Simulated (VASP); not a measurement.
Set up this calculation in VASP 6.6.1, as the native input.

```
Task                   : relaxation of cell and atoms
Functional             : RPBE
Potentials or basis    : VASP PAW PBE potentials, release 64 (Co)
Cutoff                 : 600 eV
k mesh                 : 14 × 14 × 14
Occupations            : fermi-dirac, width 0.05 eV
Spin                   : collinear spin, ferromagnetic start
Starting moments       : [1.7] μB
Dipole correction      : no
Further INCAR settings : ALGO = Normal; EDIFF = 1e-06; IBRION = 2; EDIFFG = -0.01; NSW = 80; ISIF = 3
```

The structure of Co lies in POSCAR:

```
Co
1.0
    2.2868488050      0.0000000000      0.0000000000
    0.0000000000      2.2868488050      0.0000000000
    0.0000000000      0.0000000000      2.2868488050
Co
1
Direct
    0.0000000000      0.0000000000      0.0000000000
```

One way to write it, as run:

INCAR

```
PREC = Accurate
ENCUT = 600
EDIFF = 1E-6
ISMEAR = -1
SIGMA = 0.05
LREAL = F
LASPH = T
NELM = 150
ALGO = Normal
ISIF = 3
LWAVE = F
LCHARG = F
ISPIN = 2
MAGMOM = 1.7
LORBIT = 11
LMAXMIX = 4
GGA = RP
IBRION = 2
NSW = 80
EDIFFG = -0.01
```

KPOINTS

```
Automatic mesh
0
Gamma
  14 14 14
```

Potentials or basis: VASP PAW PBE potentials, release 64 (Co).

Run with:

```sh
$ cat potpaw_PBE.64/Co/POTCAR > POTCAR
$ mpirun -np 1 vasp_std > vasp.out
```

It gave:

```yaml
Relaxed_volume: 13.18 Å³/atom
Relaxed_cell: a = 2.362 Å, b = 2.362 Å, c = 2.362 Å, α = 90.00°, β = 90.00°, γ = 90.00°
Space_group_after_relaxing_to_0.05_Å: Pm-3m (No. 221)
Energy_gained_by_relaxing: 55.9 meV/atom
Ionic_steps: 5
Pressure_after_relaxing: 0.0 GPa
Net_moment: 1.89 μB per cell
Site_moments: Co +1.90 μB
Valence_electrons_inside_the_program's_atomic_spheres: Co 8.12
```

Caveat: the PAW data sets were made with another functional, which shifts forces and pressure a little.

Run time: 54 s on 1 thread of Intel(R) Xeon(R) Platinum 8559C (Emerald Rapids) (shared host), peak memory 0.15 GiB.
